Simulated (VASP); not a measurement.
# ZnS (P1) in VASP: single point with PBE

Aim: the single point of ZnS with PBE.

Program: VASP 6.6.1. These are calculated values, not measurements. Logs are shortened: lines on timing, memory, paths and dates and some standing lists are left out, and cuts for length are marked.

## Step 1: The cell of the first run

The typed cell holds 8 atoms: a = 3.847 Å, b = 3.847 Å, c = 12.614 Å, α = 88.25°, β = 86.50°, γ = 60.00°.

## Step 2: Single point, PBE (the part above a cut slid along it)

Input file INCAR:

```
PREC = Accurate
ENCUT = 520
EDIFF = 1E-6
ISMEAR = 0
SIGMA = 0.05
LREAL = F
LASPH = T
NELM = 60
ALGO = Normal
ISIF = 2
LWAVE = F
LCHARG = F
GGA = PE
NBANDS = 46
```

Input file KPOINTS:

```
Automatic mesh
0
Gamma
  8 8 2
```

Input file POSCAR:

```
ZnS
1.0
   -3.8467234448      0.0000000000      0.0000000000
   -1.9233617224     -3.3313602246      0.0000000000
   -0.7693446890      0.0000000000     12.5902250307
Zn S
4 4
Direct
    0.8687499306      1.0000000000      0.6562503469
   -0.0312500694      1.0000000000      0.1562503469
    0.1520884306      0.3333333333      0.9062245139
    0.5854217639      0.6666666667      0.4062245139
    0.8313020605      1.0000000000      0.8434896977
    0.9313020605      1.0000000000      0.3434896977
    0.3145662450      0.3333333333      0.0938354415
    0.5478995784      0.6666666667      0.5938354415
```

Potentials or basis: VASP PAW PBE potentials, release 64 (Zn, S).

Run with:

```
> cat potpaw_PBE.64/Zn/POTCAR potpaw_PBE.64/S/POTCAR > POTCAR
> mpirun -np 1 vasp_std > vasp.out
```

OUTCAR:

```text
PREC = Accurate
   ENCUT = 520
   EDIFF = 1E-6
   ISMEAR = 0
   LREAL = F
   LASPH = T
   NELM = 60
   ISIF = 2
   GGA = PE

 ion  position               nearest neighbor table
   1  0.869  0.000  0.656-   8 2.36   8 2.36   8 2.36   5 2.36
   2  0.969  0.000  0.156-   7 2.36   7 2.36   7 2.36   6 2.36
   3  0.152  0.333  0.906-   5 2.36   5 2.36   5 2.36   7 2.48
   4  0.585  0.667  0.406-   6 2.36   6 2.36   6 2.36   8 2.36
   5  0.831  0.000  0.843-   3 2.36   3 2.36   3 2.36   1 2.36
   6  0.931  0.000  0.343-   4 2.36   4 2.36   4 2.36   2 2.36
   7  0.315  0.333  0.094-   2 2.36   2 2.36   2 2.36   3 2.48
   8  0.548  0.667  0.594-   1 2.36   1 2.36   1 2.36   4 2.36

  LATTYP: Found a base centered monoclinic cell.
 ALAT       =     3.8467234448
 B/A-ratio  =     1.7320508076
 C/A-ratio  =     3.2790787520
 COS(beta)  =    -0.0609927407

  Lattice vectors:

 A1 = (   1.9233617224,  -3.3313602246,   0.0000000000)
 A2 = (   1.9233617224,   3.3313602246,   0.0000000000)
 A3 = (  -0.7693446890,   0.0000000000,  12.5902250307)

Analysis of symmetry for initial positions (statically):
=====================================================================
 Subroutine PRICEL returns:
 Original cell was already a primitive cell.

 Routine SETGRP: Setting up the symmetry group for a
 base centered monoclinic supercell.

 Subroutine GETGRP returns: Found  1 space group operations
 (whereof  1 operations were pure point group operations)
 out of a pool of  4 trial point group operations.

The static configuration has the point symmetry C_1 .

Analysis of symmetry for dynamics (positions and initial velocities):
=====================================================================
 Subroutine PRICEL returns:
 Original cell was already a primitive cell.

 Routine SETGRP: Setting up the symmetry group for a
 base centered monoclinic supercell.

 Subroutine GETGRP returns: Found  1 space group operations
 (whereof  1 operations were pure point group operations)
 out of a pool of  4 trial point group operations.

The dynamic configuration has the point symmetry C_1 .

 Subroutine INISYM returns: Found  1 space group operations
 (whereof  1 operations are pure point group operations),
 and found     1 'primitive' translations

----------------------------------------------------------------------------------------

                                     Primitive cell

  volume of cell :     161.3415

  direct lattice vectors                    reciprocal lattice vectors
    -3.846723445  0.000000000  0.000000000    -0.259961501  0.150088842 -0.015885340
    -1.923361722 -3.331360225  0.000000000     0.000000000 -0.300177685  0.000000000
    -0.769344689  0.000000000 12.590225031     0.000000000  0.000000000  0.079426698

  length of vectors
     3.846723445  3.846723445 12.613709112     0.300597716  0.300177685  0.079426698

  position of ions in fractional coordinates (direct lattice)
     0.868749931  0.000000000  0.656250347
     0.968749931  0.000000000  0.156250347
     0.152088431  0.333333333  0.906224514
     0.585421764  0.666666667  0.406224514
     0.831302061  0.000000000  0.843489698
     0.931302061  0.000000000  0.343489698
     0.314566245  0.333333333  0.093835441
     0.547899578  0.666666667  0.593835441

  ion indices of the primitive-cell ions
   primitive index   ion index
                 1           1
                 2           2
                 3           3
                 4           4
                 5           5
                 6           6
                 7           7
                 8           8

----------------------------------------------------------------------------------------

 KPOINTS: Automatic mesh

Automatic generation of k-mesh.
 Grid dimensions read from file:
 generate k-points for:    8    8    2

 Generating k-lattice:

  Cartesian coordinates                     Fractional coordinates (reciprocal lattice)
    -0.032495188  0.018761105 -0.001985667     0.125000000 -0.000000000  0.000000000
     0.000000000 -0.037522211  0.000000000     0.000000000  0.125000000  0.000000000
     0.000000000  0.000000000  0.039713349     0.000000000  0.000000000  0.500000000

  Length of vectors
     0.037574714  0.037522211  0.039713349

  Shift w.r.t. Gamma in fractional coordinates (k-lattice)
     0.000000000  0.000000000  0.000000000

 Subroutine IBZKPT returns following result:
 ===========================================

 Found     68 irreducible k-points:

 Following reciprocal coordinates:
            Coordinates               Weight
  0.000000  0.000000  0.000000      1.000000
  0.125000 -0.000000 -0.000000      2.000000
 -0.125000 -0.125000  0.000000      2.000000
  0.250000 -0.000000 -0.000000      2.000000
 -0.250000 -0.250000  0.000000      2.000000
  0.375000 -0.000000 -0.000000      2.000000
[... 16 lines left out ...]
  0.500000  0.250000 -0.000000      2.000000
 -0.375000  0.250000  0.000000      2.000000
 [... further k-points ...]
   k-points           NKPTS =     68   k-points in BZ     NKDIM =     68   number of bands    NBANDS=     46
   number of dos      NEDOS =    301   number of ions     NIONS =      8
   total plane-waves  NPLWV =  86400
   dimension x,y,z NGX =    30 NGY =   30 NGZ =   96
   dimension x,y,z NGXF=    60 NGYF=   60 NGZF=  192
   ions per type =               4   4
   NGX,Y,Z   is equivalent  to a cutoff of  12.97, 12.97, 12.65 a.u.
   NGXF,Y,Z  is equivalent  to a cutoff of  25.93, 25.93, 25.31 a.u.
 SYSTEM =  unknown system
   PREC   = accura    normal or accurate (medium, high low for compatibility)
   ISTART =      0    job   : 0-new  1-cont  2-samecut
   ICHARG =      2    charge: 1-file 2-atom 10-const
   ISPIN  =      1    spin polarized calculation?
   LNONCOLLINEAR =      F non collinear calculations
   LSORBIT =      F    spin-orbit coupling
   LASPH  =      T    aspherical Exc in radial PAW
   ENCUT  =  520.0 eV  38.22 Ry    6.18 a.u.   7.15  7.15 23.45*2*pi/ulx,y,z
   NELM   =     60;   NELMIN=  2; NELMDL= -5     # of ELM steps
   EDIFF  = 0.1E-05   stopping-criterion for ELM
   LREAL  =      F    real-space projection
   EDIFFG = 0.1E-04   stopping-criterion for IOM
   NSW    =      0    number of steps for IOM
   IBRION =     -1    ionic relax: 0-MD 1-quasi-New 2-CG
   NFREE  =      0    steps in history (QN), initial steepest desc. (CG)
   ISIF   =      2    stress and relaxation
   ISYM   =      2    0-nonsym 1-usesym 2-fastsym
   POTIM  = 0.5000    time-step for ionic-motion
   TEBEG  =    0.0;   TEEND  =   0.0 temperature during run
   PSTRESS=    0.0 pullay stress
   NELECT =      72.0000    total number of electrons
   NUPDOWN=      -1.0000    fix difference up-down
   EMIN   =  10.00;   EMAX   =-10.00  energy-range for DOS
   EFERMI =   0.00;   METHOD = LEGACY
   ISMEAR =     0;   SIGMA  =   0.05  broadening in eV -4-tet -1-fermi 0-gaus
   EFERMI_NEDOS =   21; number of points for ismear=-14 and -15
   IALGO  =     38    algorithm
   IMIX   =      4    mixing-type and parameters
     AMIX     =   0.40;   BMIX     =  1.00
     AMIX_MAG =   1.60;   BMIX_MAG =  1.00
  volume/ion in A,a.u.               =      20.17       136.10
  Fermi-wavevector in a.u.,A,eV,Ry     =   1.251037  2.364118 21.294406  1.565095
  Thomas-Fermi vector in A             =   2.385004
   LORBIT       =      0    0 simple, 1 ext, 2 COOP (PROOUT), +10 PAW based schemes
   GGA     = PE    functional components
   LHFCALC =     F    Hartree Fock is set to
   AEXX    =    0.0000 exact exchange contribution
   IVDW    =     0    specifies the selected vdW correction
   LEPSILON=     F    determine dielectric tensor
   LRPA    =     F    only Hartree local field effects (RPA)
 non-spin polarized calculation
 Gauss-broadening in eV      SIGMA  =   0.05
  energy-cutoff  :      520.00
  volume of cell :      161.34
 maximum number of plane-waves:      4368
 NGX is ok and might be reduce to    30
   NGX = 15   NGY = 15   NGZ = 47

 number of electron      72.0000032 magnetization

 Free energy of the ion-electron system (eV)
  ---------------------------------------------------
  ext. energy  EPLUGINS =         0.00000000
  ---------------------------------------------------
  free energy    TOTEN  =       -27.21001558 eV

  energy without entropy =      -27.21001558  energy(sigma->0) =      -27.21001558

 E-fermi :   2.2349     XC(G=0):  -9.5371

 val. band max:        2.0169334943   @ k =   0.0000   0.0000   0.0000
 cond. band min:       3.8646607875   @ k =   0.0000   0.0000   0.0000
 fundamental gap:      1.8477272932
 Fermi energy:         2.2348594996

 k-point     1 :       0.0000    0.0000    0.0000
  band No.  band energies     occupation
      1     -11.0875      2.00000
      2     -10.7075      2.00000
      3     -10.6086      2.00000
      4     -10.1518      2.00000
      5      -4.4145      2.00000
      6      -4.4101      2.00000
[... 38 lines left out ...]
     45       8.5892      0.00000
     46       8.7155      0.00000

 k-point     2 :       0.1250   -0.0000   -0.0000
  band No.  band energies     occupation
      1     -10.9869      2.00000
      2     -10.6280      2.00000
      3     -10.5218      2.00000
      4     -10.0958      2.00000
      5      -4.4187      2.00000
      6      -4.3866      2.00000
[... 38 lines left out ...]
     45       8.6058      0.00000
     46       8.8227      0.00000

 k-point     3 :      -0.1250   -0.1250    0.0000
  band No.  band energies     occupation
      1     -10.9884      2.00000
      2     -10.6272      2.00000
      3     -10.5228      2.00000
      4     -10.0935      2.00000
      5      -4.4156      2.00000
      6      -4.3910      2.00000
[... 1018 lines left out ...]
     45       8.8466      0.00000
     46       9.0738      0.00000

 k-point    24 :      -0.3750    0.2500    0.0000
  band No.  band energies     occupation
      1     -10.1162      2.00000
      2     -10.0070      2.00000
      3      -9.9281      2.00000
      4      -9.7819      2.00000
      5      -4.3219      2.00000
      6      -4.2698      2.00000
[... 38 lines left out ...]
     45       8.9920      0.00000
     46       9.7448      0.00000

 [... further k-points ...]

------------------------ aborting loop because EDIFF is reached ----------------------------------------

  FORCE on cell =-STRESS in cart. coord.  units (eV):
  Direction    XX          YY          ZZ          XY          YZ          ZX
  --------------------------------------------------------------------------------------
  -------------------------------------------------------------------------------------
  Total       -0.3369904      0.1099251     -0.1462558     -0.5503233     -0.2111954      1.5496926
  in kB       -3.3464321      1.0915950     -1.4523716     -5.4649029     -2.0972437     15.3889886
  external PRESSURE =      -1.2357362 kB  Pullay stress =       0.0000000 kB

 VOLUME and BASIS-vectors are now :
 -----------------------------------------------------------------------------
  energy-cutoff  :      520.00
  volume of cell :      161.34
      direct lattice vectors                 reciprocal lattice vectors
    -3.846723445  0.000000000  0.000000000    -0.259961501  0.150088842 -0.015885340
    -1.923361722 -3.331360225  0.000000000     0.000000000 -0.300177685  0.000000000
    -0.769344689  0.000000000 12.590225031     0.000000000  0.000000000  0.079426698

 POSITION                                       TOTAL-FORCE (eV/Angst)
 -----------------------------------------------------------------------------------
     -3.84672      0.00000      8.26234        -0.023474      0.011510     -0.046047
     -3.84672      0.00000      1.96723        -0.055368      0.067631      0.030450
     -1.92336     -1.11045     11.40957        -0.270494     -0.021802      0.221455
     -3.84672     -2.22091      5.11446        -0.013992      0.002226     -0.048918
     -3.84672      0.00000     10.61973        -0.180854      0.062551      0.039004
     -3.84672      0.00000      4.32461         0.043566     -0.009885      0.055524
     -1.92336     -1.11045      1.18141         0.514235     -0.114679     -0.293912
     -3.84672     -2.22091      7.47652        -0.013619      0.002449      0.042443
 -----------------------------------------------------------------------------------
    total drift:                                0.002277      0.000035      0.001411

  FREE ENERGIE OF THE ION-ELECTRON SYSTEM (eV)
  ---------------------------------------------------
  free  energy   TOTEN  =       -27.2100155804 eV

  energy  without entropy=      -27.2100155804  energy(sigma->0) =      -27.21001558
```

Wall time 8.4 min (1 thread of Intel Xeon Platinum 8488C (Sapphire Rapids), shared host); peak memory 0.51 GiB.

Results:

- Free energy: -27.2100 eV
- Pressure: -0.1 GPa
- Largest force: 0.603 eV/Å
- Band gap on the k mesh: 1.85 eV

Forces in eV/Å, atoms in the order of the input:
```
Zn  -0.023  0.012 -0.046
Zn  -0.055  0.068  0.030
Zn  -0.270 -0.022  0.221
Zn  -0.014  0.002 -0.049
S   -0.181  0.063  0.039
S    0.044 -0.010  0.056
S    0.514 -0.115 -0.294
S   -0.014  0.002  0.042
```

Caveat: the cell differs from its parent crystal (the part above a cut slid along it).
